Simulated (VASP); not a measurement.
# MgB2 (P6/mmm) in VASP: settings compared

MgB2 is run at these levels: r2SCAN, r2SCAN+D4; tasks: single point.

Everything below comes from runs of VASP 6.6.1. Logs are shortened: lines on timing, memory, paths and dates and some standing lists are left out, and cuts for length are marked.

### Step 1. The cell of the first run

Symmetry: P6/mmm, No. 191, hexagonal system. Conventional cell: a = 3.117 Å, b = 3.117 Å, c = 3.607 Å, α = 90.00°, β = 90.00°, γ = 120.00°. Within 3.4 Å of Mg (site symmetry 6/mmm) lie 12 B at 2.55 Å and 6 Mg at 3.12 Å. B (site symmetry -6m2) has 3 B at 1.80 Å within 2.4 Å.

### Step 2. Single point, r2SCAN (volume scaled by 1.06, then relaxed in part)

POSCAR reads:

```
MgB2
1.0
    3.1165288885      0.0000000000      0.0000000000
   -1.5582644442      2.6989931891      0.0000000000
    0.0000000000      0.0000000000      3.6071707608
Mg B
1 2
Direct
    0.0000000000      0.0000000000      0.0000000000
    0.3333333333      0.6666666667      0.5000000000
    0.6666666667      0.3333333333      0.5000000000
```

INCAR.step1 reads:

```
SYSTEM = MgB2
  PREC = Accurate
  ENCUT = 520
  ISMEAR = 0
  SIGMA = 0.1
  LREAL = .FALSE.
  LASPH = .TRUE.
  NELM = 60
  NBANDS = 11
  GGA = PE
  ALGO = Normal
  EDIFF = 1E-4
  LWAVE = .TRUE.
  LCHARG = .FALSE.
```

INCAR.step2 reads:

```
SYSTEM = MgB2
  PREC = Accurate
  ENCUT = 520
  EDIFF = 1E-7
  ISMEAR = 0
  SIGMA = 0.1
  LREAL = .FALSE.
  LASPH = .TRUE.
  NELM = 60
  ALGO = Normal
  ISIF = 2
  LWAVE = .FALSE.
  LCHARG = .FALSE.
  METAGGA = R2SCAN
  LMIXTAU = .TRUE.
  NBANDS = 11
  ISTART = 1
```

KPOINTS reads:

```
Automatic mesh
0
G
  18 18 12
  0 0 0
```

Potentials or basis: VASP PAW PBE potentials, release 64 (Mg, B).

On the command line:

```bash
> cat potpaw_PBE.64/Mg/POTCAR potpaw_PBE.64/B/POTCAR > POTCAR
> cp INCAR.step1 INCAR
> mpirun -np 1 vasp_std > vasp.out
> cp INCAR.step2 INCAR
> mpirun -np 1 vasp_std > vasp.out
```

OUTCAR:

```text
SYSTEM = MgB2
   PREC = Accurate
   ENCUT = 520
   EDIFF = 1E-7
   ISMEAR = 0
   LREAL = .FALSE.
   LASPH = .TRUE.
   NELM = 60
   ISIF = 2
   METAGGA = R2SCAN
   ISTART = 1

 ion  position               nearest neighbor table
   1  0.000  0.000  0.000-   2 2.55   3 2.55   2 2.55   3 2.55   3 2.55   3 2.55   2 2.55   2 2.55
                             3 2.55   3 2.55   2 2.55   2 2.55
   2  0.333  0.667  0.500-   3 1.80   3 1.80   3 1.80   1 2.55   1 2.55   1 2.55   1 2.55   1 2.55
                             1 2.55
   3  0.667  0.333  0.500-   2 1.80   2 1.80   2 1.80   1 2.55   1 2.55   1 2.55   1 2.55   1 2.55
                             1 2.55

  LATTYP: Found a hexagonal cell.
 ALAT       =     3.1165288885
 C/A-ratio  =     1.1574321593

  Lattice vectors:

 A1 = (   3.1165288885,   0.0000000000,   0.0000000000)
 A2 = (  -1.5582644442,   2.6989931891,   0.0000000000)
 A3 = (   0.0000000000,   0.0000000000,   3.6071707608)

Analysis of symmetry for initial positions (statically):
=====================================================================
 Subroutine PRICEL returns:
 Original cell was already a primitive cell.

 Routine SETGRP: Setting up the symmetry group for a
 hexagonal supercell.

 Subroutine GETGRP returns: Found 24 space group operations
 (whereof 24 operations were pure point group operations)
 out of a pool of 24 trial point group operations.

The static configuration has the point symmetry D_6h.

Analysis of symmetry for dynamics (positions and initial velocities):
=====================================================================
 Subroutine PRICEL returns:
 Original cell was already a primitive cell.

 Routine SETGRP: Setting up the symmetry group for a
 hexagonal supercell.

 Subroutine GETGRP returns: Found 24 space group operations
 (whereof 24 operations were pure point group operations)
 out of a pool of 24 trial point group operations.

The dynamic configuration has the point symmetry D_6h.

 Subroutine INISYM returns: Found 24 space group operations
 (whereof 24 operations are pure point group operations),
 and found     1 'primitive' translations

----------------------------------------------------------------------------------------

                                     Primitive cell

  volume of cell :      30.3417

  direct lattice vectors                    reciprocal lattice vectors
     3.116528888  0.000000000  0.000000000     0.320869800  0.185254265  0.000000000
    -1.558264444  2.698993189  0.000000000     0.000000000  0.370508530  0.000000000
     0.000000000  0.000000000  3.607170761     0.000000000  0.000000000  0.277225578

  length of vectors
     3.116528888  3.116528889  3.607170761     0.370508530  0.370508530  0.277225578

  position of ions in fractional coordinates (direct lattice)
     0.000000000  0.000000000  0.000000000
     0.333333333  0.666666667  0.500000000
     0.666666667  0.333333333  0.500000000

  ion indices of the primitive-cell ions
   primitive index   ion index
                 1           1
                 2           2
                 3           3

----------------------------------------------------------------------------------------

 KPOINTS: Automatic mesh

Automatic generation of k-mesh.
 Grid dimensions read from file:
 generate k-points for:   18   18   12

 Generating k-lattice:

  Cartesian coordinates                     Fractional coordinates (reciprocal lattice)
     0.017826100  0.010291904  0.000000000     0.055555556 -0.000000000  0.000000000
     0.000000000  0.020583807  0.000000000     0.000000000  0.055555556  0.000000000
     0.000000000  0.000000000  0.023102132     0.000000000  0.000000000  0.083333333

  Length of vectors
     0.020583807  0.020583807  0.023102132

  Shift w.r.t. Gamma in fractional coordinates (k-lattice)
     0.000000000  0.000000000  0.000000000

 Subroutine IBZKPT returns following result:
 ===========================================

 Found    259 irreducible k-points:

 Following reciprocal coordinates:
            Coordinates               Weight
  0.000000  0.000000  0.000000      1.000000
  0.055556  0.000000  0.000000      6.000000
  0.111111  0.000000  0.000000      6.000000
  0.166667  0.000000  0.000000      6.000000
  0.222222 -0.000000  0.000000      6.000000
  0.277778  0.000000  0.000000      6.000000
[... 16 lines left out ...]
  0.333333  0.111111  0.000000     12.000000
  0.388889  0.111111  0.000000     12.000000
 [... further k-points ...]
   k-points           NKPTS =    259   k-points in BZ     NKDIM =    259   number of bands    NBANDS=     11
   number of dos      NEDOS =    301   number of ions     NIONS =      3
   total plane-waves  NPLWV =  16128
   dimension x,y,z NGX =    24 NGY =   24 NGZ =   28
   dimension x,y,z NGXF=    48 NGYF=   48 NGZF=   56
   ions per type =               1   2
   NGX,Y,Z   is equivalent  to a cutoff of  12.80, 12.80, 12.90 a.u.
   NGXF,Y,Z  is equivalent  to a cutoff of  25.60, 25.60, 25.81 a.u.
 SYSTEM =  MgB2
   PREC   = accura    normal or accurate (medium, high low for compatibility)
   ISTART =      1    job   : 0-new  1-cont  2-samecut
   ICHARG =      0    charge: 1-file 2-atom 10-const
   ISPIN  =      1    spin polarized calculation?
   LNONCOLLINEAR =      F non collinear calculations
   LSORBIT =      F    spin-orbit coupling
   LASPH  =      T    aspherical Exc in radial PAW
   ENCUT  =  520.0 eV  38.22 Ry    6.18 a.u.   5.79  5.79  6.71*2*pi/ulx,y,z
   NELM   =     60;   NELMIN=  2; NELMDL=  0     # of ELM steps
   EDIFF  = 0.1E-06   stopping-criterion for ELM
   LREAL  =      F    real-space projection
   EDIFFG = 0.1E-05   stopping-criterion for IOM
   NSW    =      0    number of steps for IOM
   IBRION =     -1    ionic relax: 0-MD 1-quasi-New 2-CG
   NFREE  =      0    steps in history (QN), initial steepest desc. (CG)
   ISIF   =      2    stress and relaxation
   ISYM   =      2    0-nonsym 1-usesym 2-fastsym
   POTIM  = 0.5000    time-step for ionic-motion
   TEBEG  =    0.0;   TEEND  =   0.0 temperature during run
   PSTRESS=    0.0 pullay stress
   NELECT =       8.0000    total number of electrons
   NUPDOWN=      -1.0000    fix difference up-down
   EMIN   =  10.00;   EMAX   =-10.00  energy-range for DOS
   EFERMI =   0.00;   METHOD = LEGACY
   ISMEAR =     0;   SIGMA  =   0.10  broadening in eV -4-tet -1-fermi 0-gaus
   EFERMI_NEDOS =   21; number of points for ismear=-14 and -15
   IALGO  =     38    algorithm
   IMIX   =      4    mixing-type and parameters
     AMIX     =   0.40;   BMIX     =  1.00
     AMIX_MAG =   1.60;   BMIX_MAG =  1.00
  volume/ion in A,a.u.               =      10.11        68.25
  Fermi-wavevector in a.u.,A,eV,Ry     =   1.049764  1.983766 14.993676  1.102004
  Thomas-Fermi vector in A             =   2.184740
   LORBIT       =      0    0 simple, 1 ext, 2 COOP (PROOUT), +10 PAW based schemes
   METAGGA = R2SCAN    functional components
   LHFCALC =     F    Hartree Fock is set to
   AEXX    =    0.0000 exact exchange contribution
   IVDW    =     0    specifies the selected vdW correction
   LEPSILON=     F    determine dielectric tensor
   LRPA    =     F    only Hartree local field effects (RPA)
 non-spin polarized calculation
 Gauss-broadening in eV      SIGMA  =   0.10
  energy-cutoff  :      520.00
  volume of cell :       30.34
 maximum number of plane-waves:       832
 NGX is ok and might be reduce to    24
   NGX = 11   NGY = 11   NGZ = 13

 number of electron       8.0000000 magnetization

 Free energy of the ion-electron system (eV)
  ---------------------------------------------------
  ext. energy  EPLUGINS =         0.00000000
  ---------------------------------------------------
  free energy    TOTEN  =       -19.35825612 eV

  energy without entropy =      -19.35474796  energy(sigma->0) =      -19.35650204

 E-fermi :   4.9709     XC(G=0): -11.3400

 val. band max:        4.9703229880   @ k =   0.0556   0.0556   0.4167
 cond. band min:       4.9718029758   @ k =   0.3333   0.1667   0.0000
 fundamental gap:      0.0014799878
 Fermi energy:         4.9708975001

 k-point     1 :       0.0000    0.0000    0.0000
  band No.  band energies     occupation
      1      -7.9790      2.00000
      2       1.8051      2.00000
      3       5.3984      0.00000
      4       5.3984      0.00000
      5       6.6031      0.00000
      6      11.5449      0.00000
      7      11.5449      0.00000
      8      13.1873      0.00000
      9      15.4687      0.00000
     10      18.4761      0.00000
     11      21.7651      0.00000

 k-point     2 :       0.0556    0.0000    0.0000
  band No.  band energies     occupation
      1      -7.9235      2.00000
      2       1.8601      2.00000
      3       5.0935      0.08292
      4       5.2595      0.00004
      5       6.6537      0.00000
      6      11.5223      0.00000
      7      11.7968      0.00000
      8      13.3283      0.00000
      9      15.2527      0.00000
     10      18.7522      0.00000
     11      21.4372      0.00000

 k-point     3 :       0.1111    0.0000    0.0000
  band No.  band energies     occupation
      1      -7.7573      2.00000
      2       2.0244      2.00000
      3       4.2987      2.00000
      4       4.9042      1.65432
      5       6.8095      0.00000
      6      11.3586      0.00000
      7      12.4891      0.00000
      8      13.7583      0.00000
      9      14.6436      0.00000
     10      19.5087      0.00000
     11      20.7123      0.00000

 k-point     4 :       0.1667    0.0000    0.0000
  band No.  band energies     occupation
      1      -7.4813      2.00000
      2       2.2964      2.00000
      3       3.2318      2.00000
      4       4.4492      2.00000
      5       7.0689      0.00000
      6      11.0488      0.00000
      7      13.4982      0.00000
      8      13.7373      0.00000
      9      14.2990      0.00000
     10      19.9602      0.00000
     11      20.6094      0.00000

 k-point     5 :       0.2222   -0.0000    0.0000
  band No.  band energies     occupation
      1      -7.0970      2.00000
      2       2.0505      2.00000
      3       2.6726      2.00000
      4       3.9853      2.00000
      5       7.4228      0.00000
      6      10.6950      0.00000
      7      12.6496      0.00000
      8      14.6261      0.00000
      9      14.7189      0.00000
     10      19.5507      0.00000
     11      19.7432      0.00000
[... 211 lines left out ...]
 k-point    21 :       0.2222    0.1111    0.0000
  band No.  band energies     occupation
      1      -6.4445      2.00000
      2       0.8696      2.00000
      3       2.7188      2.00000
      4       3.3057      2.00000
      5       8.0976      0.00000
      6      11.2616      0.00000
      7      11.3862      0.00000
      8      13.6656      0.00000
      9      16.1902      0.00000
     10      17.4977      0.00000
     11      19.2239      0.00000

 k-point    22 :       0.2778    0.1111    0.0000
  band No.  band energies     occupation
      1      -5.8546      2.00000
      2      -0.2528      2.00000
      3       2.3303      2.00000
      4       3.8615      2.00000
      5       8.6324      0.00000
      6      10.1900      0.00000
      7      11.0804      0.00000
      8      13.7140      0.00000
      9      16.8531      0.00000
     10      16.8820      0.00000
     11      18.9234      0.00000

 k-point    23 :       0.3333    0.1111    0.0000
  band No.  band energies     occupation
      1      -5.1719      2.00000
      2      -1.3409      2.00000
      3       2.0537      2.00000
      4       4.4684      2.00000
      5       9.1838      0.00000
      6       9.2075      0.00000
      7      10.8253      0.00000
      8      13.2816      0.00000
      9      16.4591      0.00000
     10      17.7904      0.00000
     11      18.8677      0.00000

 k-point    24 :       0.3889    0.1111    0.0000
  band No.  band energies     occupation
      1      -4.4247      2.00000
      2      -2.3397      2.00000
      3       1.8876      2.00000
      4       5.0342      0.37082
      5       8.3666      0.00000
      6       9.7557      0.00000
      7      10.6112      0.00000
      8      12.7825      0.00000
      9      16.2122      0.00000
     10      18.1956      0.00000
     11      19.5266      0.00000

 [... further k-points ...]

------------------------ aborting loop because EDIFF is reached ----------------------------------------

  FORCE on cell =-STRESS in cart. coord.  units (eV):
  Direction    XX          YY          ZZ          XY          YZ          ZX
  --------------------------------------------------------------------------------------
  -------------------------------------------------------------------------------------
  Total       -1.5158257     -1.5158257     -1.6029272     -0.0000000     -0.0000000     -0.0000000
  in kB      -80.0424164    -80.0424164    -84.6417694     -0.0000000     -0.0000000     -0.0000000
  external PRESSURE =     -81.5755341 kB  Pullay stress =       0.0000000 kB

 VOLUME and BASIS-vectors are now :
 -----------------------------------------------------------------------------
  energy-cutoff  :      520.00
  volume of cell :       30.34
      direct lattice vectors                 reciprocal lattice vectors
     3.116528888  0.000000000  0.000000000     0.320869800  0.185254265  0.000000000
    -1.558264444  2.698993189  0.000000000     0.000000000  0.370508530  0.000000000
     0.000000000  0.000000000  3.607170761     0.000000000  0.000000000  0.277225578

 POSITION                                       TOTAL-FORCE (eV/Angst)
 -----------------------------------------------------------------------------------
      0.00000      0.00000      0.00000         0.000000      0.000000      0.000000
     -0.00000      1.79933      1.80359        -0.000000     -0.000000     -0.000000
      1.55826      0.89966      1.80359         0.000000      0.000000      0.000000
 -----------------------------------------------------------------------------------
    total drift:                                0.000000     -0.000000      0.000000

  FREE ENERGIE OF THE ION-ELECTRON SYSTEM (eV)
  ---------------------------------------------------
  free  energy   TOTEN  =       -19.3582561155 eV

  energy  without entropy=      -19.3547479567  energy(sigma->0) =      -19.35650204
```

Run time: 3.2 min. Hardware: 1 thread of Intel Xeon 6975P-C (Granite Rapids), shared host; peak memory 0.22 GiB.

What came out:

- Free energy: -19.3583 eV
- Pressure: -8.2 GPa
- Band gap on the k mesh: zero (band 4 reaches 6.78 eV, above the bottom of band 5 at 2.99 eV)

Levels at points of the mesh, in eV from the Fermi level:
```
           k point  band 1  band 2  band 3  band 4  band 5  band 6  band 7  band 8  band 9
(0.00, 0.00, 0.00)  -12.95   -3.17    0.43    0.43    1.63    6.57    6.57    8.22   10.50
(0.50, 0.00, 0.00)   -9.01   -8.07   -2.21    0.15    3.12    4.12    5.38    7.33   13.04
(0.00, 0.00, 0.50)  -11.78   -7.56    0.78    0.78    6.89    6.89    8.48    9.88   10.21
(0.50, 0.00, 0.50)   -8.09   -7.23   -3.61   -1.93   -1.18    5.84    9.31    9.33   13.39
```

Caveat: the PAW data sets were made with another functional, which shifts forces and pressure a little.

### Step 3. Single point, r2SCAN+D4

POSCAR is that of step 2.

INCAR.step1 reads:

```
  PREC = Accurate
  ENCUT = 520
  ISMEAR = 0
  SIGMA = 0.1
  LREAL = False
  LASPH = True
  NELM = 100
  NBANDS = 11
  GGA = PE
  ALGO = Normal
  EDIFF = 1E-4
  LWAVE = True
  LCHARG = False
```

INCAR.step2 reads:

```
  PREC = Accurate
  ENCUT = 520
  EDIFF = 1E-7
  ISMEAR = 0
  SIGMA = 0.1
  LREAL = False
  LASPH = True
  NELM = 100
  ALGO = Normal
  ISIF = 2
  LWAVE = False
  LCHARG = False
  METAGGA = R2SCAN
  LMIXTAU = True
  IVDW = 13
  VDW_S6 = 1.0
  VDW_S8 = 0.6018749
  VDW_A1 = 0.51559235
  VDW_A2 = 5.77342911
  NBANDS = 11
  ISTART = 1
```

KPOINTS reads:

```
Automatic mesh
0
Gamma
  18 18 12
```

Potentials or basis: VASP PAW PBE potentials, release 64 (Mg, B).

On the command line:

```bash
> cat potpaw_PBE.64/Mg/POTCAR potpaw_PBE.64/B/POTCAR > POTCAR
> cp INCAR.step1 INCAR
> mpirun -np 1 vasp_std > vasp.out
> cp INCAR.step2 INCAR
> mpirun -np 1 vasp_std > vasp.out
```

Wall time 3.4 min (1 thread of Intel Xeon 6975P-C (Granite Rapids), shared host); peak memory 0.22 GiB.

The run converged. Its results:

```yaml
Free_energy: -19.5993 eV
Pressure: -9.5 GPa
Band_gap_on_the_k_mesh: zero (band 4 reaches 6.78 eV, above the bottom of band 5 at 2.99 eV)
Dispersion_energy_per_atom: -0.080 eV
```

Stress tensor (GPa, compression positive):
```
 -9.27   0.00   0.00
  0.00  -9.27   0.00
  0.00   0.00 -10.03
```

Levels at points of the mesh, in eV from the Fermi level:
```csv
k point,band 2,band 3,band 4,band 5,band 6,band 7
"(0.00, 0.00, 0.00)",-3.17,0.43,0.43,1.63,6.57,6.57
"(0.50, 0.00, 0.00)",-8.07,-2.21,0.15,3.12,4.12,5.38
"(0.00, 0.00, 0.50)",-7.56,0.78,0.78,6.89,6.89,8.48
"(0.50, 0.00, 0.50)",-7.23,-3.61,-1.93,-1.18,5.84,9.31
```

Caveat: the PAW data sets were made with another functional, which shifts forces and pressure a little; pairwise dispersion overbinds metals, which lowers pressure and volume.
